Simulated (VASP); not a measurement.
# PbS (Fm-3m) in VASP: further runs

The runs below take PbS through vibrations by perturbation theory, elastic constants, with PBEsol.

Program: VASP 6.6.1. These are calculated values, not measurements. Logs are shortened: lines on timing, memory, paths and dates and some standing lists are left out, and cuts for length are marked.

### 1 The cell of the first run

It takes space group Fm-3m (No. 225, cubic). The conventional cell has a = 5.903 Å, b = 5.903 Å, c = 5.903 Å, α = 90.00°, β = 90.00°, γ = 90.00°. Pb (site symmetry m-3m) has 6 S at 2.95 Å within 3.9 Å. Within 3.9 Å of S (site symmetry m-3m) lie 6 Pb at 2.95 Å.

### 2 Vibrations by perturbation theory, PBEsol

The input, INCAR:

```
PREC = Accurate
ENCUT = 520
EDIFF = 1E-8
ISMEAR = 0
SIGMA = 0.01
LREAL = False
LASPH = True
NELM = 100
ALGO = Normal
ISIF = 2
LWAVE = False
LCHARG = False
GGA = PS
IBRION = 8
NSW = 1
```

The input, KPOINTS:

```
Automatic mesh
0
Gamma
  10 10 10
```

The input, POSCAR:

```
PbS
1.0
    0.0000000000      2.9514058993      2.9514058993
    2.9514058993      0.0000000000      2.9514058993
    2.9514058993      2.9514058993      0.0000000000
Pb S
1 1
Direct
    0.0000000000      0.0000000000      0.0000000000
    0.5000000000      0.5000000000      0.5000000000
```

Potentials or basis: VASP PAW PBE potentials, release 64 (Pb_d, S).

On the command line:

```sh
$ cat potpaw_PBE.64/Pb_d/POTCAR potpaw_PBE.64/S/POTCAR > POTCAR
$ mpirun -np 1 vasp_std > vasp.out
```

OUTCAR:

```text
PREC = Accurate
   ENCUT = 520
   EDIFF = 1E-8
   ISMEAR = 0
   LREAL = False
   LASPH = True
   NELM = 100
   ISIF = 2
   GGA = PS
   IBRION = 8
   NSW = 1

 ion  position               nearest neighbor table
   1  0.000  0.000  0.000-   2 2.95   2 2.95   2 2.95   2 2.95   2 2.95   2 2.95
   2  0.500  0.500  0.500-   1 2.95   1 2.95   1 2.95   1 2.95   1 2.95   1 2.95

  LATTYP: Found a face centered cubic cell.
 ALAT       =     5.9028117986

  Lattice vectors:

 A1 = (   0.0000000000,   2.9514058993,   2.9514058993)
 A2 = (   2.9514058993,   0.0000000000,   2.9514058993)
 A3 = (   2.9514058993,   2.9514058993,   0.0000000000)

Analysis of symmetry for initial positions (statically):
=====================================================================
 Subroutine PRICEL returns:
 Original cell was already a primitive cell.

 Routine SETGRP: Setting up the symmetry group for a
 face centered cubic supercell.

 Subroutine GETGRP returns: Found 48 space group operations
 (whereof 48 operations were pure point group operations)
 out of a pool of 48 trial point group operations.

The static configuration has the point symmetry O_h .

Analysis of symmetry for dynamics (positions and initial velocities):
=====================================================================
 Subroutine PRICEL returns:
 Original cell was already a primitive cell.

 Routine SETGRP: Setting up the symmetry group for a
 face centered cubic supercell.

 Subroutine GETGRP returns: Found 48 space group operations
 (whereof 48 operations were pure point group operations)
 out of a pool of 48 trial point group operations.

The dynamic configuration has the point symmetry O_h .

 Subroutine INISYM returns: Found 48 space group operations
 (whereof 48 operations are pure point group operations),
 and found     1 'primitive' translations

----------------------------------------------------------------------------------------

                                     Primitive cell

  volume of cell :      51.4182

  direct lattice vectors                    reciprocal lattice vectors
     0.000000000  2.951405899  2.951405899    -0.169410788  0.169410788  0.169410788
     2.951405899  0.000000000  2.951405899     0.169410788 -0.169410788  0.169410788
     2.951405899  2.951405899  0.000000000     0.169410788  0.169410788 -0.169410788

  length of vectors
     4.173918251  4.173918251  4.173918251     0.293428093  0.293428093  0.293428093

  position of ions in fractional coordinates (direct lattice)
     0.000000000  0.000000000  0.000000000
     0.500000000  0.500000000  0.500000000

  ion indices of the primitive-cell ions
   primitive index   ion index
                 1           1
                 2           2

----------------------------------------------------------------------------------------

 KPOINTS: Automatic mesh

Automatic generation of k-mesh.
 Grid dimensions read from file:
 generate k-points for:   10   10   10

 Generating k-lattice:

  Cartesian coordinates                     Fractional coordinates (reciprocal lattice)
    -0.016941079  0.016941079  0.016941079     0.100000000  0.000000000  0.000000000
     0.016941079 -0.016941079  0.016941079     0.000000000  0.100000000  0.000000000
     0.016941079  0.016941079 -0.016941079     0.000000000  0.000000000  0.100000000

  Length of vectors
     0.029342809  0.029342809  0.029342809

  Shift w.r.t. Gamma in fractional coordinates (k-lattice)
     0.000000000  0.000000000  0.000000000

 Subroutine IBZKPT returns following result:
 ===========================================

 Found     47 irreducible k-points:

 Following reciprocal coordinates:
            Coordinates               Weight
  0.000000  0.000000  0.000000      1.000000
  0.100000  0.000000  0.000000      8.000000
  0.200000  0.000000  0.000000      8.000000
  0.300000  0.000000  0.000000      8.000000
  0.400000  0.000000  0.000000      8.000000
  0.500000  0.000000  0.000000      4.000000
[... 16 lines left out ...]
  0.300000  0.300000  0.000000      6.000000
  0.400000  0.300000  0.000000     24.000000
 [... further k-points ...]
   k-points           NKPTS =     47   k-points in BZ     NKDIM =     47   number of bands    NBANDS=     14
   number of dos      NEDOS =    301   number of ions     NIONS =      2
   total plane-waves  NPLWV =  32768
   dimension x,y,z NGX =    32 NGY =   32 NGZ =   32
   dimension x,y,z NGXF=    64 NGYF=   64 NGZF=   64
[... 16 lines left out ...]
   NSW    =      1    number of steps for IOM
   IBRION =      8    ionic relax: 0-MD 1-quasi-New 2-CG
   NFREE  =      0    steps in history (QN), initial steepest desc. (CG)
   ISIF   =      2    stress and relaxation
   ISYM   =      2    0-nonsym 1-usesym 2-fastsym
   POTIM  = 0.5000    time-step for ionic-motion
   TEBEG  =    0.0;   TEEND  =   0.0 temperature during run
   PSTRESS=    0.0 pullay stress
   NELECT =      20.0000    total number of electrons
   NUPDOWN=      -1.0000    fix difference up-down
   EMIN   =  10.00;   EMAX   =-10.00  energy-range for DOS
   EFERMI =   0.00;   METHOD = LEGACY
   ISMEAR =     0;   SIGMA  =   0.01  broadening in eV -4-tet -1-fermi 0-gaus
   EFERMI_NEDOS =   21; number of points for ismear=-14 and -15
   IALGO  =     38    algorithm
   IMIX   =      4    mixing-type and parameters
     AMIX     =   0.40;   BMIX     =  1.00
     AMIX_MAG =   1.60;   BMIX_MAG =  1.00
  volume/ion in A,a.u.               =      25.71       173.49
  Fermi-wavevector in a.u.,A,eV,Ry     =   1.195031  2.258281 19.430472  1.428099
  Thomas-Fermi vector in A             =   2.331007
   LORBIT       =      0    0 simple, 1 ext, 2 COOP (PROOUT), +10 PAW based schemes
   GGA     = PS    functional components
   LHFCALC =     F    Hartree Fock is set to
   AEXX    =    0.0000 exact exchange contribution
   IVDW    =     0    specifies the selected vdW correction
   LEPSILON=     F    determine dielectric tensor
   LRPA    =     F    only Hartree local field effects (RPA)
 non-spin polarized calculation
 Gauss-broadening in eV      SIGMA  =   0.01
  energy-cutoff  :      520.00
  volume of cell :       51.42
 maximum number of plane-waves:      1411
   NGX = 15   NGY = 15   NGZ = 15

--------------------------------------- Ionic step        1  -------------------------------------------

 number of electron      19.9999997 magnetization

 Free energy of the ion-electron system (eV)
  ---------------------------------------------------
  ext. energy  EPLUGINS =         0.00000000
  ---------------------------------------------------
  free energy    TOTEN  =        -9.45683335 eV

  energy without entropy =       -9.45683335  energy(sigma->0) =       -9.45683335

 E-fermi :   5.9636     XC(G=0):  -9.9552

 val. band max:        5.8987102892   @ k =   0.5000   0.0000   0.0000
 cond. band min:       6.0977022178   @ k =   0.5000   0.0000   0.0000
 fundamental gap:      0.1989919285
 Fermi energy:         5.9635999078

 k-point     1 :       0.0000    0.0000    0.0000
  band No.  band energies     occupation
      1     -10.8869      2.00000
      2     -10.8869      2.00000
      3     -10.8869      2.00000
      4     -10.8740      2.00000
      5     -10.8740      2.00000
      6      -7.8551      2.00000
      7      -0.1498      2.00000
      8       3.6384      2.00000
      9       3.6384      2.00000
     10       3.6384      2.00000
     11      11.0839      0.00000
     12      11.0839      0.00000
     13      11.0839      0.00000
     14      12.4885      0.00000
[... 377 lines left out ...]
      1     -10.9912      2.00000
      2     -10.9053      2.00000
      3     -10.8581      2.00000
      4     -10.8373      2.00000
      5     -10.8327      2.00000
      6      -6.5383      2.00000
      7      -1.7881      2.00000
      8       2.1568      2.00000
      9       2.6564      2.00000
     10       2.8572      2.00000
     11       9.5763      0.00000
     12       9.9662      0.00000
     13      10.8056      0.00000
     14      11.2540      0.00000

 [... further k-points ...]

------------------------ aborting loop because EDIFF is reached ----------------------------------------

  FORCE on cell =-STRESS in cart. coord.  units (eV):
  Direction    XX          YY          ZZ          XY          YZ          ZX
  --------------------------------------------------------------------------------------
  -------------------------------------------------------------------------------------
  Total       -0.0103970     -0.0103970     -0.0103970     -0.0000000     -0.0000000      0.0000000
  in kB       -0.3239685     -0.3239685     -0.3239685     -0.0000000     -0.0000000      0.0000000
  external PRESSURE =      -0.3239685 kB  Pullay stress =       0.0000000 kB

 VOLUME and BASIS-vectors are now :
 -----------------------------------------------------------------------------
  energy-cutoff  :      520.00
  volume of cell :       51.42
      direct lattice vectors                 reciprocal lattice vectors
     0.000000000  2.951405899  2.951405899    -0.169410788  0.169410788  0.169410788
     2.951405899  0.000000000  2.951405899     0.169410788 -0.169410788  0.169410788
     2.951405899  2.951405899  0.000000000     0.169410788  0.169410788 -0.169410788

 POSITION                                       TOTAL-FORCE (eV/Angst)
 -----------------------------------------------------------------------------------
      0.00000      0.00000      0.00000         0.000000     -0.000000     -0.000000
      2.95141      2.95141      2.95141         0.000000      0.000000      0.000000
 -----------------------------------------------------------------------------------
    total drift:                                0.000000     -0.000000     -0.000000

  FREE ENERGIE OF THE ION-ELECTRON SYSTEM (eV)
  ---------------------------------------------------
  free  energy   TOTEN  =        -9.4568333543 eV

  energy  without entropy=       -9.4568333543  energy(sigma->0) =       -9.45683335

[... ionic steps 2 to 3 ...]

--------------------------------------- Ionic step        4  -------------------------------------------

------------------------ aborting loop because EDIFF is reached ----------------------------------------

[... ionic steps 5 to 6 ...]

--------------------------------------- Ionic step        7  -------------------------------------------

 Free energy of the ion-electron system (eV)
  ---------------------------------------------------
  ---------------------------------------------------
  free energy    TOTEN  =        -0.10743644 eV

  energy without entropy =       -0.10743644

------------------------ aborting loop because EDIFF is reached ----------------------------------------

 INTERNAL STRAIN TENSOR  FOR ION    2  DIRECTION 1   (eV/Angst):
 -----------------------------------------------------------------------------
    -0.00871  0.00000 -0.00000
     0.00000  0.00734 -0.00000
     0.00000 -0.00000  0.00734

 INTERNAL STRAIN TENSOR FOR ION    2 for displacements in x,y,z  (eV/Angst):
          X           Y           Z          XY          YZ          ZX
  --------------------------------------------------------------------------------
  x     0.00000     0.00000     0.00000     0.00000     0.00000     0.00000
  y     0.00000     0.00000     0.00000     0.00000     0.00000     0.00000
  z     0.00000     0.00000     0.00000     0.00000     0.00000     0.00000

 SECOND DERIVATIVES (NOT SYMMETRIZED)
 ------------------------------------
               1X          1Y          1Z          2X          2Y          2Z
  1X    -0.437970    0.000000    0.000000    0.437970    0.000000    0.000000
  1Y     0.000000   -0.437970    0.000000    0.000000    0.437970    0.000000
  1Z     0.000000    0.000000   -0.437970    0.000000    0.000000    0.437970
  2X     0.435371    0.000000    0.000000   -0.435371    0.000000    0.000000
  2Y     0.000000    0.435371    0.000000    0.000000   -0.435371    0.000000
  2Z     0.000000    0.000000    0.435371    0.000000    0.000000   -0.435371

 Eigenvectors and eigenvalues of the dynamical matrix
 ----------------------------------------------------

   1 f  =    1.958293 THz    12.304321 2PiTHz   65.321639 cm-1     8.098847 meV
             X         Y         Z           dx          dy          dz
      0.000000  0.000000  0.000000    -0.000000    0.367030   -0.000000
      2.951406  2.951406  2.951406     0.000000   -0.930209    0.000000
[... 21 lines left out ...]
   6 f/i=    0.001990 THz     0.012501 2PiTHz    0.066368 cm-1     0.008229 meV
             X         Y         Z           dx          dy          dz
      0.000000  0.000000  0.000000     0.926137   -0.084924    0.018617
      2.951406  2.951406  2.951406     0.365424   -0.033508    0.007346

--------------------------------------------------------------------------------------------------------

 ELASTIC MODULI CONTR FROM IONIC RELAXATION (kBar)
 Direction    XX          YY          ZZ          XY          YZ          ZX
 --------------------------------------------------------------------------------
 XX           0.0000      0.0000      0.0000      0.0000      0.0000      0.0000
 YY           0.0000      0.0000      0.0000      0.0000      0.0000      0.0000
 ZZ           0.0000      0.0000      0.0000      0.0000      0.0000      0.0000
 XY           0.0000      0.0000      0.0000      0.0000      0.0000      0.0000
 YZ           0.0000      0.0000      0.0000      0.0000      0.0000      0.0000
 ZX           0.0000      0.0000      0.0000      0.0000      0.0000      0.0000
 --------------------------------------------------------------------------------
```

Wall time 4.1 min (1 thread of Intel Xeon 8259CL, shared host); peak memory 0.34 GiB.

Results:

```
Highest phonon frequency at Γ, LO-TO splitting left out : 65 cm⁻¹
```

Phonon frequencies in cm⁻¹ (negative: imaginary):
| q point | frequencies |
| --- | --- |
| (0.000, 0.000, 0.000) | 0 0 0 65 65 65 |

Caveat: the PAW data sets were made with another functional, which shifts forces and pressure a little; spin-orbit coupling is left out, which moves the levels of the heavy elements.

### 3 Elastic constants, PBEsol

The input, INCAR:

```
  PREC = Accurate
  ENCUT = 600
  EDIFF = 1E-8
  ISMEAR = 0
  SIGMA = 0.01
  LREAL = False
  LASPH = True
  NELM = 60
  ALGO = Normal
  ISIF = 3
  LWAVE = False
  LCHARG = True
  GGA = PS
  IBRION = 6
  NFREE = 2
  POTIM = 0.015
  NSW = 1
```

KPOINTS is that of step 2.

POSCAR is that of step 2.

Potentials or basis: VASP PAW PBE potentials, release 64 (Pb_d, S).

On the command line:

```sh
$ cat potpaw_PBE.64/Pb_d/POTCAR potpaw_PBE.64/S/POTCAR > POTCAR
$ mpirun -np 1 vasp_std > vasp.out
```

It took 31 min on 1 thread of Intel Xeon 8259CL, shared host; peak memory 0.54 GiB.

Results (log left out):

| Quantity | Value |
| --- | --- |
| Elastic constants C11, C12, C44 | 150, 16, 20 GPa |
| Voigt bulk modulus | 61 GPa |
| Highest phonon frequency at Γ, LO-TO splitting left out | 66 cm⁻¹ |

Phonon frequencies in cm⁻¹ (negative: imaginary):
```tsv
q point	frequencies
(0.000, 0.000, 0.000)	0 0 0 66 66 66
```

Elastic tensor in Voigt notation (GPa, in the Cartesian axes of the cell as first typed):
```
150  16  16   0   0   0
 16 150  16   0   0   0
 16  16 150   0   0   0
  0   0   0  20   0   0
  0   0   0   0  20   0
  0   0   0   0   0  20
```

Clamped-ion elastic tensor (GPa):
```
150  16  16   0   0   0
 16 150  16   0   0   0
 16  16 150   0   0   0
  0   0   0  20   0   0
  0   0   0   0  20   0
  0   0   0   0   0  20
```

Caveat: the PAW data sets were made with another functional, which shifts forces and pressure a little; spin-orbit coupling is left out, which moves the levels of the heavy elements.
